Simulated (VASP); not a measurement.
# Mg2GeN2 (R3m) in VASP: single point with PBE

Aim: the single point of Mg2GeN2 with PBE.

Program: VASP 6.6.1. These are calculated values, not measurements. Logs are shortened: lines on timing, memory, paths and dates and some standing lists are left out, and cuts for length are marked.

## (1) The cell of the first run

It takes space group R3m (No. 160, trigonal). Conventional cell: a = 3.132 Å, b = 3.132 Å, c = 22.934 Å, α = 90.00°, β = 90.00°, γ = 120.00°. Mg (site symmetry 3m) has 3 N at 2.07 Å within 2.7 Å. Within 2.8 Å of Mg (site symmetry 3m) lie 6 N at 2.13 to 2.62 Å and 3 Mg at 2.79 Å. Within 2.7 Å of Ge (site symmetry 3m) lie 3 N at 2.04 Å. N (site symmetry 3m) has 6 Mg at 2.07 to 2.13 Å within 2.7 Å. N (site symmetry 3m) has 3 Ge at 2.04 Å and 3 Mg at 2.62 Å within 2.7 Å.

## (2) Single point, PBE

The input, INCAR:

```
  ALGO = Normal
  EDIFF = 1E-7
  ENCUT = 520
  GGA = PE
  ISIF = 2
  ISMEAR = 0
  LASPH = True
  LCHARG = True
  LELF = True
  LREAL = False
  LVHAR = True
  LWAVE = False
  NBANDS = 39
  NELM = 100
  PREC = Accurate
  SIGMA = 0.1
```

The input, KPOINTS:

```
k-points
0
Gamma
  4 4 4
```

The input, POSCAR:

```
Mg2GeN2
1.0
   -3.1317432932      0.0000000000      0.0000000000
    0.0000000000      5.4243385001      0.0000000000
    1.5658716466     -0.9040564167     -7.6445673583
Mg Ge N
4 2 4
Direct
    0.0586157722      0.6862052574      0.1172315444
    0.5586157722      0.1862052574      0.1172315444
    0.6973171417      0.8991057139      0.3946342834
    0.1973171417      0.3991057139      0.3946342834
    0.3835203959      0.7945067986      0.7670407918
    0.8835203959      0.2945067986      0.7670407918
    0.6242222914      0.5414074305      0.2484445827
    0.1242222914      0.0414074305      0.2484445827
    0.8215267239      0.6071755746      0.6430534478
    0.3215267239      0.1071755746      0.6430534478
```

Potentials or basis: VASP PAW PBE potentials, release 64 (Mg, Ge_d, N).

The run is started by

```sh
$ cat potpaw_PBE.64/Mg/POTCAR potpaw_PBE.64/Ge_d/POTCAR potpaw_PBE.64/N/POTCAR > POTCAR
$ mpirun -np 1 vasp_std > vasp.out
```

OUTCAR:

```text
EDIFF = 1E-7
   ENCUT = 520
   GGA = PE
   ISIF = 2
   ISMEAR = 0
   LASPH = True
   LREAL = False
   NELM = 100
   PREC = Accurate

 ion  position               nearest neighbor table
   1  0.059  0.686  0.117-   7 2.07   7 2.07   8 2.07   3 2.79   3 2.79   4 2.79   2 3.13   2 3.13
                             2 3.13   2 3.13   5 3.23   5 3.23   6 3.23
   2  0.559  0.186  0.117-   8 2.07   8 2.07   7 2.07   4 2.79   4 2.79   3 2.79   1 3.13   1 3.13
                             1 3.13   1 3.13   6 3.23   6 3.23   5 3.23
   3  0.697  0.899  0.395-   7 2.13   8 2.13   8 2.13  10 2.62  10 2.62   9 2.62   1 2.79   1 2.79
                             2 2.79   4 3.13   4 3.13   4 3.13   4 3.13
   4  0.197  0.399  0.395-   8 2.13   7 2.13   7 2.13   9 2.62   9 2.62  10 2.62   2 2.79   2 2.79
                             1 2.79   3 3.13   3 3.13   3 3.13   3 3.13
   5  0.384  0.795  0.767-   9 2.04   9 2.04  10 2.04   1 3.23   1 3.23   2 3.23
   6  0.884  0.295  0.767-  10 2.04  10 2.04   9 2.04   2 3.23   2 3.23   1 3.23
   7  0.624  0.541  0.248-   1 2.07   1 2.07   2 2.07   3 2.13   4 2.13   4 2.13
   8  0.124  0.041  0.248-   2 2.07   2 2.07   1 2.07   4 2.13   3 2.13   3 2.13
   9  0.822  0.607  0.643-   5 2.04   5 2.04   6 2.04   4 2.62   4 2.62   3 2.62
  10  0.322  0.107  0.643-   6 2.04   6 2.04   5 2.04   3 2.62   3 2.62   4 2.62

  LATTYP: Found a base centered monoclinic cell.
 ALAT       =    15.3956783677
 B/A-ratio  =     0.2034170381
 C/A-ratio  =     0.3523286451
 COS(beta)  =    -0.1174428817

  Lattice vectors:

 A1 = (   1.5658716466,  -0.9040564167,  -7.6445673583)
 A2 = (  -1.5658716466,  -0.9040564167,  -7.6445673583)
 A3 = (   0.0000000000,   5.4243385001,   0.0000000000)

Analysis of symmetry for initial positions (statically):
=====================================================================
 Subroutine PRICEL returns following result:

  LATTYP: Found a trigonal (rhomboedric) cell.
 ALAT       =     7.8554873887
 COS(alpha) =     0.9205313117

  Lattice vectors:

 A1 = (   0.0000000000,   1.8081128333,  -7.6445673583)
 A2 = (   1.5658716466,  -0.9040564167,  -7.6445673583)
 A3 = (  -1.5658716466,  -0.9040564167,  -7.6445673583)

   2 primitive cells build up your supercell.

 Routine SETGRP: Setting up the symmetry group for a
 base centered monoclinic supercell.

 Subroutine GETGRP returns: Found  2 space group operations
 (whereof  2 operations were pure point group operations)
 out of a pool of  4 trial point group operations.

The static configuration has the point symmetry C_1h.

Analysis of symmetry for dynamics (positions and initial velocities):
=====================================================================
 Subroutine PRICEL returns following result:

  LATTYP: Found a trigonal (rhomboedric) cell.
 ALAT       =     7.8554873887
 COS(alpha) =     0.9205313117

  Lattice vectors:

 A1 = (   0.0000000000,   1.8081128333,  -7.6445673583)
 A2 = (   1.5658716466,  -0.9040564167,  -7.6445673583)
 A3 = (  -1.5658716466,  -0.9040564167,  -7.6445673583)

   2 primitive cells build up your supercell.

 Routine SETGRP: Setting up the symmetry group for a
 base centered monoclinic supercell.

 Subroutine GETGRP returns: Found  2 space group operations
 (whereof  2 operations were pure point group operations)
 out of a pool of  4 trial point group operations.

The dynamic configuration has the point symmetry C_1h.

 Subroutine INISYM returns: Found  2 space group operations
 (whereof  2 operations are pure point group operations),
 and found     2 'primitive' translations

----------------------------------------------------------------------------------------

                                     Primitive cell

  volume of cell :      64.9316

  direct lattice vectors                    reciprocal lattice vectors
     0.000000000  1.808112833 -7.644567358    -0.000000000  0.368708553 -0.043603950
     1.565871647 -0.904056417 -7.644567358     0.319310974 -0.184354277 -0.043603950
    -1.565871647 -0.904056417 -7.644567358    -0.319310974 -0.184354277 -0.043603950

  length of vectors
     7.855487389  7.855487389  7.855487389     0.371277930  0.371277930  0.371277930

  position of ions in fractional coordinates (direct lattice)
     0.372410515  0.372410515  0.372410515
     0.798211428  0.798211428  0.798211428
     0.589013597  0.589013597  0.589013597
     0.082814861  0.082814861  0.082814861
     0.214351149  0.214351149  0.214351149

  ion indices of the primitive-cell ions
   primitive index   ion index
                 1           1
                 2           4
                 3           5
                 4           8
                 5           9

----------------------------------------------------------------------------------------

 KPOINTS: k-points

Automatic generation of k-mesh.
 Grid dimensions read from file:
 generate k-points for:    4    4    4

 Generating k-lattice:

  Cartesian coordinates                     Fractional coordinates (reciprocal lattice)
    -0.079827743  0.000000000 -0.016351481     0.250000000  0.000000000  0.000000000
     0.000000000  0.046088569 -0.005450494     0.000000000  0.250000000  0.000000000
     0.000000000  0.000000000 -0.032702963     0.000000000  0.000000000  0.250000000

  Length of vectors
     0.081485211  0.046409741  0.032702963

  Shift w.r.t. Gamma in fractional coordinates (k-lattice)
     0.000000000  0.000000000  0.000000000

 Subroutine IBZKPT returns following result:
 ===========================================

 Found     24 irreducible k-points:

 Following reciprocal coordinates:
            Coordinates               Weight
  0.000000  0.000000  0.000000      1.000000
  0.250000  0.000000  0.000000      4.000000
  0.500000  0.000000  0.000000      2.000000
  0.000000  0.250000  0.000000      2.000000
  0.250000  0.250000  0.000000      4.000000
  0.500000  0.250000  0.000000      4.000000
[... 16 lines left out ...]
  0.000000  0.250000  0.500000      2.000000
  0.000000  0.500000  0.500000      1.000000
   k-points           NKPTS =     24   k-points in BZ     NKDIM =     24   number of bands    NBANDS=     39
   number of dos      NEDOS =    301   number of ions     NIONS =     10
   total plane-waves  NPLWV =  57600
   dimension x,y,z NGX =    24 NGY =   40 NGZ =   60
   dimension x,y,z NGXF=    48 NGYF=   80 NGZF=  120
   ions per type =               4   2   4
   NGX,Y,Z   is equivalent  to a cutoff of  12.74, 12.26, 12.70 a.u.
   NGXF,Y,Z  is equivalent  to a cutoff of  25.48, 24.52, 25.40 a.u.
 SYSTEM =  unknown system
   PREC   = accura    normal or accurate (medium, high low for compatibility)
   ISTART =      0    job   : 0-new  1-cont  2-samecut
   ICHARG =      2    charge: 1-file 2-atom 10-const
   ISPIN  =      1    spin polarized calculation?
   LNONCOLLINEAR =      F non collinear calculations
   LSORBIT =      F    spin-orbit coupling
   LASPH  =      T    aspherical Exc in radial PAW
   ENCUT  =  520.0 eV  38.22 Ry    6.18 a.u.   5.82 10.09 14.61*2*pi/ulx,y,z
   NELM   =    100;   NELMIN=  2; NELMDL= -5     # of ELM steps
   EDIFF  = 0.1E-06   stopping-criterion for ELM
   LREAL  =      F    real-space projection
   EDIFFG = 0.1E-05   stopping-criterion for IOM
   NSW    =      0    number of steps for IOM
   IBRION =     -1    ionic relax: 0-MD 1-quasi-New 2-CG
   NFREE  =      0    steps in history (QN), initial steepest desc. (CG)
   ISIF   =      2    stress and relaxation
   ISYM   =      2    0-nonsym 1-usesym 2-fastsym
   POTIM  = 0.5000    time-step for ionic-motion
   TEBEG  =    0.0;   TEEND  =   0.0 temperature during run
   PSTRESS=    0.0 pullay stress
   NELECT =      56.0000    total number of electrons
   NUPDOWN=      -1.0000    fix difference up-down
   EMIN   =  10.00;   EMAX   =-10.00  energy-range for DOS
   EFERMI =   0.00;   METHOD = LEGACY
   ISMEAR =     0;   SIGMA  =   0.10  broadening in eV -4-tet -1-fermi 0-gaus
   EFERMI_NEDOS =   21; number of points for ismear=-14 and -15
   IALGO  =     38    algorithm
   IMIX   =      4    mixing-type and parameters
     AMIX     =   0.40;   BMIX     =  1.00
     AMIX_MAG =   1.60;   BMIX_MAG =  1.00
  volume/ion in A,a.u.               =      12.99        87.64
  Fermi-wavevector in a.u.,A,eV,Ry     =   1.236827  2.337264 20.813384  1.529741
  Thomas-Fermi vector in A             =   2.371419
   LORBIT       =      0    0 simple, 1 ext, 2 COOP (PROOUT), +10 PAW based schemes
   GGA     = PE    functional components
   LHFCALC =     F    Hartree Fock is set to
   AEXX    =    0.0000 exact exchange contribution
   IVDW    =     0    specifies the selected vdW correction
   LEPSILON=     F    determine dielectric tensor
   LRPA    =     F    only Hartree local field effects (RPA)
 non-spin polarized calculation
 Gauss-broadening in eV      SIGMA  =   0.10
  energy-cutoff  :      520.00
  volume of cell :      129.86
 maximum number of plane-waves:      3510
   NGX = 11   NGY = 21   NGZ = 29

 number of electron      56.0000015 magnetization

 Free energy of the ion-electron system (eV)
  ---------------------------------------------------
  ext. energy  EPLUGINS =         0.00000000
  ---------------------------------------------------
  free energy    TOTEN  =       -52.09235604 eV

  energy without entropy =      -52.09234825  energy(sigma->0) =      -52.09235214

 E-fermi :   5.1795     XC(G=0): -10.4522

 val. band max:        4.9084381086   @ k =   0.0000   0.0000   0.0000
 cond. band min:       5.4138886495   @ k =   0.0000   0.0000   0.5000
 fundamental gap:      0.5054505409
 Fermi energy:         5.1795451112

 k-point     1 :       0.0000    0.0000    0.0000
  band No.  band energies     occupation
      1     -20.0881      2.00000
      2     -20.0426      2.00000
      3     -20.0426      2.00000
      4     -19.9785      2.00000
      5     -19.9768      2.00000
      6     -19.9551      2.00000
[... 31 lines left out ...]
     38      11.8054      0.00000
     39      12.2298      0.00000

 k-point     2 :       0.2500    0.0000    0.0000
  band No.  band energies     occupation
      1     -20.0640      2.00000
      2     -20.0567      2.00000
      3     -20.0192      2.00000
      4     -19.9976      2.00000
      5     -19.9666      2.00000
      6     -19.9519      2.00000
[... 31 lines left out ...]
     38      11.7650      0.00000
     39      12.2912      0.00000

 k-point     3 :       0.5000    0.0000    0.0000
  band No.  band energies     occupation
      1     -20.0663      2.00000
      2     -20.0663      2.00000
      3     -19.9981      2.00000
      4     -19.9981      2.00000
      5     -19.9658      2.00000
      6     -19.9658      2.00000
[... 31 lines left out ...]
     38      11.5489      0.00000
     39      12.6352      0.00000

 k-point     4 :       0.0000    0.2500    0.0000
  band No.  band energies     occupation
      1     -20.0808      2.00000
      2     -20.0484      2.00000
      3     -20.0328      2.00000
      4     -19.9859      2.00000
      5     -19.9727      2.00000
      6     -19.9496      2.00000
[... 31 lines left out ...]
     38      11.8675      0.00000
     39      12.7682      0.00000
[... 754 lines left out ...]
     38      11.6834      0.00000
     39      12.2723      0.00000

 k-point    23 :       0.0000    0.2500    0.5000
  band No.  band energies     occupation
      1     -20.0808      2.00000
      2     -20.0484      2.00000
      3     -20.0328      2.00000
      4     -19.9859      2.00000
      5     -19.9728      2.00000
      6     -19.9496      2.00000
[... 31 lines left out ...]
     38      11.6255      0.00000
     39      12.5547      0.00000

 k-point    24 :       0.0000    0.5000    0.5000
  band No.  band energies     occupation
      1     -20.0639      2.00000
      2     -20.0639      2.00000
      3     -20.0090      2.00000
      4     -20.0090      2.00000
      5     -19.9585      2.00000
      6     -19.9585      2.00000
[... 31 lines left out ...]
     38      11.6663      0.00000
     39      13.1393      0.00000

------------------------ aborting loop because EDIFF is reached ----------------------------------------

  FORCE on cell =-STRESS in cart. coord.  units (eV):
  Direction    XX          YY          ZZ          XY          YZ          ZX
  --------------------------------------------------------------------------------------
  -------------------------------------------------------------------------------------
  Total       -0.0244442     -0.1690559     -0.3478111      0.0000000     -0.0767818      0.0000000
  in kB       -0.3015783     -2.0857150     -4.2910951      0.0000000     -0.9472901      0.0000000
  external PRESSURE =      -2.2261295 kB  Pullay stress =       0.0000000 kB

 VOLUME and BASIS-vectors are now :
 -----------------------------------------------------------------------------
  energy-cutoff  :      520.00
  volume of cell :      129.86
      direct lattice vectors                 reciprocal lattice vectors
    -3.131743293  0.000000000  0.000000000    -0.319310974  0.000000000 -0.065405925
     0.000000000  5.424338500  0.000000000     0.000000000  0.184354277 -0.021801975
     1.565871647 -0.904056417 -7.644567358     0.000000000  0.000000000 -0.130811850

 POSITION                                       TOTAL-FORCE (eV/Angst)
 -----------------------------------------------------------------------------------
      0.00000      3.61623     -0.89618         0.000000     -0.005501     -0.069178
     -1.56587      0.90406     -0.89618         0.000000     -0.005501     -0.069178
     -1.56587      4.52028     -3.01681         0.000000      0.004169      0.057875
      0.00000      1.80811     -3.01681         0.000000      0.004169      0.057875
      0.00000      3.61623     -5.86369        -0.000000      0.017812     -0.003488
     -1.56587      0.90406     -5.86369        -0.000000      0.017812     -0.003488
     -1.56587      2.71217     -1.89925        -0.000000      0.002126      0.006899
     -0.00000      0.00000     -1.89925        -0.000000      0.002126      0.006899
     -1.56587      2.71217     -4.91587        -0.000000     -0.018606      0.007893
      0.00000     -0.00000     -4.91587        -0.000000     -0.018606      0.007893
 -----------------------------------------------------------------------------------
    total drift:                                0.000290     -0.001902      0.000702

  FREE ENERGIE OF THE ION-ELECTRON SYSTEM (eV)
  ---------------------------------------------------
  free  energy   TOTEN  =       -52.0923560355 eV

  energy  without entropy=      -52.0923482458  energy(sigma->0) =      -52.09235214
```

Wall time 66 s (1 thread of Intel Xeon Platinum 8559C (Emerald Rapids), shared host); peak memory 0.27 GiB.

What came out:

```
Free energy            : -52.0924 eV
Pressure               : -0.2 GPa
Largest force          : 0.069 eV/Å
Band gap on the k mesh : 0.51 eV
```

Forces in eV/Å, atoms in the order of the input:
```
Mg   0.000 -0.006 -0.069
Mg   0.000 -0.006 -0.069
Mg   0.000  0.004  0.058
Mg   0.000  0.004  0.058
Ge   0.000  0.018 -0.003
Ge   0.000  0.018 -0.003
N    0.000  0.002  0.007
N    0.000  0.002  0.007
N    0.000 -0.019  0.008
N    0.000 -0.019  0.008
```

Stress tensor (GPa, compression positive):
```
-0.03  0.00  0.00
 0.00 -0.21 -0.09
 0.00 -0.09 -0.43
```

Levels at points of the mesh, in eV from the valence-band top:
```csv
k point,band 25,band 26,band 27,band 28,band 29,band 30,band 31,band 32
"(0.00, 0.00, 0.00)",-1.11,-0.86,0.00,0.00,0.64,1.40,3.09,3.88
"(0.50, 0.00, 0.00)",-2.02,-2.02,-1.03,-1.03,2.07,2.07,2.94,2.94
"(0.00, 0.50, 0.00)",-1.56,-1.56,-0.46,-0.46,2.22,2.22,3.57,3.57
"(0.50, 0.50, 0.00)",-1.90,-1.11,-0.86,-0.85,0.64,1.12,2.61,3.09
"(0.00, 0.00, 0.50)",-0.85,-0.71,0.00,0.00,0.51,1.12,2.61,3.89
"(0.00, 0.50, 0.50)",-0.48,-0.48,-0.46,-0.46,2.28,2.28,3.28,3.28
```

Caveat: the k points lie up to 0.51 Å⁻¹ apart.
